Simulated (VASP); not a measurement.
Input of a VASP 6.6.1 run:

File POSCAR:

```
ZrB2
1.0
    3.1664731896      0.0000000000      0.0000000000
   -1.5832365948      2.7422462226      0.0000000000
    0.0000000000      0.0000000000      3.5529409645
Zr B
1 2
Direct
    0.0000000000      0.0000000000      0.0000000000
    0.3333333333      0.6666666667      0.5000000000
    0.6666666667      0.3333333333      0.5000000000
```

The input INCAR.step1:

```
PREC = Accurate ; ENCUT = 550
ISMEAR = -1 ; SIGMA = 0.02
LREAL = False ; LASPH = True
NELM = 120 ; NBANDS = 16
GGA = PE ; ALGO = Normal
EDIFF = 1E-5 ; LWAVE = True
LCHARG = False ; GGA_COMPAT = False
```

Contents of INCAR.step2:

```
PREC = Accurate ; ENCUT = 550
EDIFF = 1E-6 ; ISMEAR = -1
SIGMA = 0.02 ; LREAL = False
LASPH = True ; NELM = 120
ALGO = Normal ; ISIF = 2
LWAVE = False ; LCHARG = False
METAGGA = R2SCAN ; LMIXTAU = True
NBANDS = 16 ; ISTART = 1
GGA_COMPAT = False
```

File KPOINTS:

```
Automatic mesh
0
Gamma
  12 12 8
```

Potentials or basis: VASP PAW PBE potentials, release 64 (Zr_sv, B).

The run is started by

```console
$ cat potpaw_PBE.64/Zr_sv/POTCAR potpaw_PBE.64/B/POTCAR > POTCAR
$ cp INCAR.step1 INCAR
$ mpirun -np 1 vasp_std > vasp.out
$ cp INCAR.step2 INCAR
$ mpirun -np 1 vasp_std > vasp.out
```

(1) Estimate the pressure.

(2) Predict the band gap on the k mesh.

Answers

(1) 0.1 GPa.

(2) zero (band 9 reaches 11.28 eV, above the bottom of band 10 at 9.99 eV).

Caveat: the PAW data sets were made with another functional, which shifts forces and pressure a little.
